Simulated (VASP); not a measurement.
KTe6Br, 8 atoms in the cell. The structure is hexagonal, space group P6/mmm (No. 191). The conventional cell has a = 6.642 Å, b = 6.642 Å, c = 6.505 Å, α = 90.00°, β = 90.00°, γ = 120.00°. K (site symmetry 6/mmm) has 2 Br at 3.25 Å and 12 Te at 3.62 Å within 4.3 Å. Within 3.8 Å of Te (site symmetry 2mm) lie 6 Te at 2.90 to 3.61 Å and 2 K at 3.62 Å and 2 Br at 3.78 Å. Br (site symmetry 6/mmm) has 2 K at 3.25 Å and 12 Te at 3.78 Å within 4.3 Å. The cell was generated, and may not be a known phase.

```yaml
Program: VASP 6.6.1
Task: single point
Functional: PBE
Potentials_or_basis: VASP PAW PBE potentials, release 64 (K_sv, Te, Br)
Cutoff: 520 eV
k_mesh: 3 × 3 × 2
Occupations: gaussian, width 0.1 eV
Spin: no spin polarisation
Dipole_correction: no
Further_INCAR_settings: ALGO = Normal; EDIFF = 1e-07; NBANDS = 36
```

Potentials or basis: VASP PAW PBE potentials, release 64 (K_sv, Te, Br).

Launch:

```bash
$ cat potpaw_PBE.64/K_sv/POTCAR potpaw_PBE.64/Te/POTCAR potpaw_PBE.64/Br/POTCAR > POTCAR
$ mpirun -np 1 vasp_std > vasp.out
```

Hardware: 1 thread of Oxide Virtual Turin-like Processor (shared host).

Q: How long does it take, and how much memory?

A: Wall time 110 s on 1 thread of Oxide Virtual Turin-like Processor (shared host), peak memory 0.32 GiB. Counts: scf iterations 17, k points 6.
